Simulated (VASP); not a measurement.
# Ti (P6/mmm) in VASP: relaxation of cell and atoms with r2SCAN

Aim: the relaxation of cell and atoms of Ti with r2SCAN.

Everything below comes from runs of VASP 6.6.1. Logs are shortened: lines on timing, memory, paths and dates and some standing lists are left out, and cuts for length are marked.

**1. The cell of the first run**

The structure is hexagonal, space group P6/mmm (No. 191). Conventional cell: a = 4.600 Å, b = 4.600 Å, c = 2.820 Å, α = 90.00°, β = 90.00°, γ = 120.00°. Within 3.7 Å of Ti (site symmetry 6/mmm) lie 14 Ti at 2.82 to 3.01 Å. Within 3.5 Å of Ti (site symmetry -6m2) lie 11 Ti at 2.66 to 3.01 Å.

This isn't the form of Ti at room conditions, which is hcp.

**2. Relaxation of cell and atoms, r2SCAN**

The input, POSCAR:

```
Ti
1.0
    4.6000000000      0.0000000000      0.0000000000
   -2.3000000000      3.9837168574      0.0000000000
    0.0000000000      0.0000000000      2.8200000000
Ti
3
Direct
    0.0000000000      0.0000000000      0.0000000000
    0.3333333333      0.6666666667      0.5000000000
    0.6666666667      0.3333333333      0.5000000000
```

The input, INCAR.step1:

```
PREC     = Accurate       # precision mode
ENCUT    = 600            # plane-wave cutoff, eV
ISMEAR   = 0              # smearing method
SIGMA    = 0.1            # smearing width, eV
LREAL    = F              # projectors in reciprocal space
LASPH    = T              # aspherical terms in the spheres
NELM     = 60             # most SCF steps
GGA      = PE             # functional
ALGO     = Normal         # electronic algorithm
EDIFF    = 1E-4           # SCF threshold, eV
LWAVE    = T              # write WAVECAR
LCHARG   = F              # write CHGCAR
```

The input, INCAR.step2:

```
PREC     = Accurate       # precision mode
ENCUT    = 600            # plane-wave cutoff, eV
EDIFF    = 1E-6           # SCF threshold, eV
ISMEAR   = 0              # smearing method
SIGMA    = 0.1            # smearing width, eV
LREAL    = F              # projectors in reciprocal space
LASPH    = T              # aspherical terms in the spheres
NELM     = 60             # most SCF steps
ALGO     = Normal         # electronic algorithm
ISIF     = 3              # what is computed and relaxed
LWAVE    = F              # write WAVECAR
LCHARG   = F              # write CHGCAR
METAGGA  = R2SCAN         # meta-GGA
LMIXTAU  = T            
IBRION   = 2              # ionic algorithm
NSW      = 90             # ionic steps
EDIFFG   = -0.02          # ionic threshold
ISTART   = 1
```

The input, KPOINTS:

```
regular mesh
0
Gamma
  12 12 12
```

Potentials or basis: VASP PAW PBE potentials, release 64 (Ti_sv).

Run with:

```sh
$ cat potpaw_PBE.64/Ti_sv/POTCAR > POTCAR
$ cp INCAR.step1 INCAR
$ mpirun -np 1 vasp_std > vasp.out
$ cp INCAR.step2 INCAR
$ mpirun -np 1 vasp_std > vasp.out
```

OUTCAR:

```text
PREC = Accurate
   ENCUT = 600
   EDIFF = 1E-6
   ISMEAR = 0
   LREAL = F
   LASPH = T
   NELM = 60
   ISIF = 3
   METAGGA = R2SCAN
   IBRION = 2
   NSW = 90
   EDIFFG = -0.02
   ISTART = 1

 ion  position               nearest neighbor table
   1  0.000  0.000  0.000-
   2  0.333  0.667  0.500-   3 2.66   3 2.66   3 2.66
   3  0.667  0.333  0.500-   2 2.66   2 2.66   2 2.66

  LATTYP: Found a hexagonal cell.
 ALAT       =     4.6000000000
 C/A-ratio  =     0.6130434783

  Lattice vectors:

 A1 = (   4.6000000000,   0.0000000000,   0.0000000000)
 A2 = (  -2.3000000000,   3.9837168574,   0.0000000000)
 A3 = (   0.0000000000,   0.0000000000,   2.8200000000)

Analysis of symmetry for initial positions (statically):
=====================================================================
 Subroutine PRICEL returns:
 Original cell was already a primitive cell.

 Routine SETGRP: Setting up the symmetry group for a
 hexagonal supercell.

 Subroutine GETGRP returns: Found 24 space group operations
 (whereof 24 operations were pure point group operations)
 out of a pool of 24 trial point group operations.

The static configuration has the point symmetry D_6h.

Analysis of symmetry for dynamics (positions and initial velocities):
=====================================================================
 Subroutine PRICEL returns:
 Original cell was already a primitive cell.

 Routine SETGRP: Setting up the symmetry group for a
 hexagonal supercell.

 Subroutine GETGRP returns: Found 24 space group operations
 (whereof 24 operations were pure point group operations)
 out of a pool of 24 trial point group operations.

The dynamic configuration has the point symmetry D_6h.

 Subroutine INISYM returns: Found 24 space group operations
 (whereof 24 operations are pure point group operations),
 and found     1 'primitive' translations

----------------------------------------------------------------------------------------

                                     Primitive cell

  volume of cell :      51.6768

  direct lattice vectors                    reciprocal lattice vectors
     4.600000000  0.000000000  0.000000000     0.217391304  0.125510928  0.000000000
    -2.300000000  3.983716857  0.000000000     0.000000000  0.251021856  0.000000000
     0.000000000  0.000000000  2.820000000     0.000000000  0.000000000  0.354609929

  length of vectors
     4.600000000  4.600000000  2.820000000     0.251021856  0.251021856  0.354609929

  position of ions in fractional coordinates (direct lattice)
     0.000000000  0.000000000  0.000000000
     0.333333333  0.666666667  0.500000000
     0.666666667  0.333333333  0.500000000

  ion indices of the primitive-cell ions
   primitive index   ion index
                 1           1
                 2           2
                 3           3

----------------------------------------------------------------------------------------

 KPOINTS: regular mesh

Automatic generation of k-mesh.
 Grid dimensions read from file:
 generate k-points for:   12   12   12

 Generating k-lattice:

  Cartesian coordinates                     Fractional coordinates (reciprocal lattice)
     0.018115942  0.010459244  0.000000000     0.083333333  0.000000000  0.000000000
     0.000000000  0.020918488  0.000000000     0.000000000  0.083333333  0.000000000
     0.000000000  0.000000000  0.029550827     0.000000000  0.000000000  0.083333333

  Length of vectors
     0.020918488  0.020918488  0.029550827

  Shift w.r.t. Gamma in fractional coordinates (k-lattice)
     0.000000000  0.000000000  0.000000000

 Subroutine IBZKPT returns following result:
 ===========================================

 Found    133 irreducible k-points:

 Following reciprocal coordinates:
            Coordinates               Weight
  0.000000  0.000000  0.000000      1.000000
  0.083333 -0.000000  0.000000      6.000000
  0.166667  0.000000  0.000000      6.000000
  0.250000 -0.000000  0.000000      6.000000
  0.333333  0.000000  0.000000      6.000000
  0.416667 -0.000000  0.000000      6.000000
[... 16 lines left out ...]
  0.250000 -0.000000  0.083333     12.000000
  0.333333  0.000000  0.083333     12.000000
 [... further k-points ...]
   k-points           NKPTS =    133   k-points in BZ     NKDIM =    133   number of bands    NBANDS=     22
   number of dos      NEDOS =    301   number of ions     NIONS =      3
   total plane-waves  NPLWV =  38400
   dimension x,y,z NGX =    40 NGY =   40 NGZ =   24
   dimension x,y,z NGXF=    80 NGYF=   80 NGZF=   48
   ions per type =               3
   NGX,Y,Z   is equivalent  to a cutoff of  14.46, 14.46, 14.15 a.u.
   NGXF,Y,Z  is equivalent  to a cutoff of  28.91, 28.91, 28.30 a.u.
 SYSTEM =  unknown system
   PREC   = accura    normal or accurate (medium, high low for compatibility)
   ISTART =      1    job   : 0-new  1-cont  2-samecut
   ICHARG =      0    charge: 1-file 2-atom 10-const
   ISPIN  =      1    spin polarized calculation?
   LNONCOLLINEAR =      F non collinear calculations
   LSORBIT =      F    spin-orbit coupling
   LASPH  =      T    aspherical Exc in radial PAW
   ENCUT  =  600.0 eV  44.10 Ry    6.64 a.u.   9.19  9.19  5.63*2*pi/ulx,y,z
   NELM   =     60;   NELMIN=  2; NELMDL=  0     # of ELM steps
   EDIFF  = 0.1E-05   stopping-criterion for ELM
   LREAL  =      F    real-space projection
   EDIFFG = -.2E-01   stopping-criterion for IOM
   NSW    =     90    number of steps for IOM
   IBRION =      2    ionic relax: 0-MD 1-quasi-New 2-CG
   NFREE  =      1    steps in history (QN), initial steepest desc. (CG)
   ISIF   =      3    stress and relaxation
   ISYM   =      2    0-nonsym 1-usesym 2-fastsym
   POTIM  = 0.5000    time-step for ionic-motion
   TEBEG  =    0.0;   TEEND  =   0.0 temperature during run
   PSTRESS=    0.0 pullay stress
   NELECT =      36.0000    total number of electrons
   NUPDOWN=      -1.0000    fix difference up-down
   EMIN   =  10.00;   EMAX   =-10.00  energy-range for DOS
   EFERMI =   0.00;   METHOD = LEGACY
   ISMEAR =     0;   SIGMA  =   0.10  broadening in eV -4-tet -1-fermi 0-gaus
   EFERMI_NEDOS =   21; number of points for ismear=-14 and -15
   IALGO  =     38    algorithm
   IMIX   =      4    mixing-type and parameters
     AMIX     =   0.40;   BMIX     =  1.00
     AMIX_MAG =   1.60;   BMIX_MAG =  1.00
  volume/ion in A,a.u.               =      17.23       116.24
  Fermi-wavevector in a.u.,A,eV,Ry     =   1.451255  2.742475 28.655807  2.106142
  Thomas-Fermi vector in A             =   2.568774
   LORBIT       =      0    0 simple, 1 ext, 2 COOP (PROOUT), +10 PAW based schemes
   METAGGA = R2SCAN    functional components
   LHFCALC =     F    Hartree Fock is set to
   AEXX    =    0.0000 exact exchange contribution
   IVDW    =     0    specifies the selected vdW correction
   LEPSILON=     F    determine dielectric tensor
   LRPA    =     F    only Hartree local field effects (RPA)
 conjugate gradient relaxation of ions
 non-spin polarized calculation
 Gauss-broadening in eV      SIGMA  =   0.10
  energy-cutoff  :      600.00
  volume of cell :       51.68
 maximum number of plane-waves:      1757
 NGX is ok and might be reduce to    40
   NGX = 19   NGY = 19   NGZ = 11

--------------------------------------- Ionic step        1  -------------------------------------------

 number of electron      35.9999997 magnetization

 Free energy of the ion-electron system (eV)
  ---------------------------------------------------
  ext. energy  EPLUGINS =         0.00000000
  ---------------------------------------------------
  free energy    TOTEN  =       -38.90292031 eV

  energy without entropy =      -38.89274943  energy(sigma->0) =      -38.89783487

------------------------ aborting loop because EDIFF is reached ----------------------------------------

  FORCE on cell =-STRESS in cart. coord.  units (eV):
  Direction    XX          YY          ZZ          XY          YZ          ZX
  --------------------------------------------------------------------------------------
  -------------------------------------------------------------------------------------
  Total       -0.4821174     -0.4821174      0.0376797      0.0000000      0.0000000     -0.0000000
  in kB      -14.9474796    -14.9474796      1.1682144      0.0000000      0.0000000     -0.0000000
  external PRESSURE =      -9.5755816 kB  Pullay stress =       0.0000000 kB
[... 96 lines left out ...]
  energy  without entropy=      -38.8949347382  energy(sigma->0) =      -38.90017463

--------------------------------------- Ionic step        4  -------------------------------------------

 number of electron      35.9999997 magnetization

 Free energy of the ion-electron system (eV)
  ---------------------------------------------------
  ext. energy  EPLUGINS =         0.00000000
  ---------------------------------------------------
  free energy    TOTEN  =       -38.90559893 eV

  energy without entropy =      -38.89500315  energy(sigma->0) =      -38.90030104

 E-fermi :   8.4693     XC(G=0): -12.4830

 val. band max:        8.4431035849   @ k =   0.3333   0.1667   0.0000
 cond. band min:       8.4764385441   @ k =   0.4167  -0.0000   0.0833
 fundamental gap:      0.0333349592
 Fermi energy:         8.4693099096

 k-point     1 :       0.0000    0.0000    0.0000
  band No.  band energies     occupation
      1     -50.8032      2.00000
      2     -50.5494      2.00000
      3     -50.3833      2.00000
      4     -26.0695      2.00000
      5     -26.0695      2.00000
      6     -25.9913      2.00000
[... 574 lines left out ...]
      6     -25.8277      2.00000
[... 14 lines left out ...]
     21       9.2175      0.00000
     22       9.6953      0.00000

 [... further k-points ...]

------------------------ aborting loop because EDIFF is reached ----------------------------------------

  FORCE on cell =-STRESS in cart. coord.  units (eV):
  Direction    XX          YY          ZZ          XY          YZ          ZX
  --------------------------------------------------------------------------------------
  -------------------------------------------------------------------------------------
  Total       -0.0041753     -0.0041753     -0.0477725      0.0000000      0.0000000     -0.0000000
  in kB       -0.1304959     -0.1304959     -1.4930903      0.0000000      0.0000000     -0.0000000
  external PRESSURE =      -0.5846940 kB  Pullay stress =       0.0000000 kB
[... 18 lines left out ...]
  FREE ENERGIE OF THE ION-ELECTRON SYSTEM (eV)
  ---------------------------------------------------
  free  energy   TOTEN  =       -38.9055989293 eV

  energy  without entropy=      -38.8950031529  energy(sigma->0) =      -38.90030104

 reached required accuracy - stopping structural energy minimisation
```

It took 87 min on 1 thread of Oxide Virtual Turin-like, shared host; peak memory 0.28 GiB.

Results:

```yaml
Free_energy: -38.9056 eV
Relaxed_volume: 17.09 Å³/atom
Relaxed_cell: a = 4.574 Å, b = 4.574 Å, c = 2.829 Å, α = 90.00°, β = 90.00°, γ = 120.00°
Space_group_after_relaxing_to_0.1_Å: P6/mmm (No. 191)
Energy_gained_by_relaxing: 0.9 meV/atom
Ionic_steps: 4
Pressure_after_relaxing: -0.1 GPa
Band_gap_on_the_k_mesh: zero (bands 18 and 19 overlap by 0.23 eV)
```

Stress tensor (GPa, compression positive):
```
-0.01  0.00  0.00
 0.00 -0.01  0.00
 0.00  0.00 -0.15
```

Step by step:
```
step  energy change (eV)  largest force (eV/Å)  pressure (GPa)  volume (Å³)
   1              0.0000                0.0000           -0.96        51.68
   2             -0.0019                0.0000            0.73        50.91
   3             -0.0025                0.0000            0.21        51.16
   4             -0.0027                0.0000           -0.06        51.26
```

Final structure:
```
CELL_PARAMETERS angstrom
4.57423 0.00000 0.00000
-2.28711 3.96140 0.00000
0.00000 0.00000 2.82902
ATOMIC_POSITIONS crystal
Ti 0.00000 0.00000 0.00000
Ti 0.33333 0.66667 0.50000
Ti 0.66667 0.33333 0.50000
```

Levels at points of the mesh, in eV from the Fermi level:
| k point | band 14 | band 15 | band 16 | band 17 | band 18 | band 19 | band 20 | band 21 | band 22 |
| --- | --- | --- | --- | --- | --- | --- | --- | --- | --- |
| (0.00, 0.00, 0.00) | -2.03 | -0.80 | -0.80 | -0.78 | -0.78 | 0.01 | 0.81 | 1.43 | 1.43 |
| (0.50, 0.00, 0.00) | -3.87 | -2.77 | -0.43 | -0.35 | -0.35 | 0.08 | 0.62 | 0.91 | 1.14 |
| (0.00, 0.00, 0.50) | -2.20 | -2.20 | -2.00 | -1.79 | -1.79 | 1.13 | 1.13 | 1.38 | 1.38 |
| (0.50, 0.00, 0.50) | -2.26 | -1.82 | -1.28 | -0.86 | -0.76 | 0.45 | 0.89 | 0.91 | 1.14 |

Caveat: the PAW data sets were made with another functional, which shifts forces and pressure a little.

The gap in the log of VASP goes by the Fermi energy; the results here count the filled bands.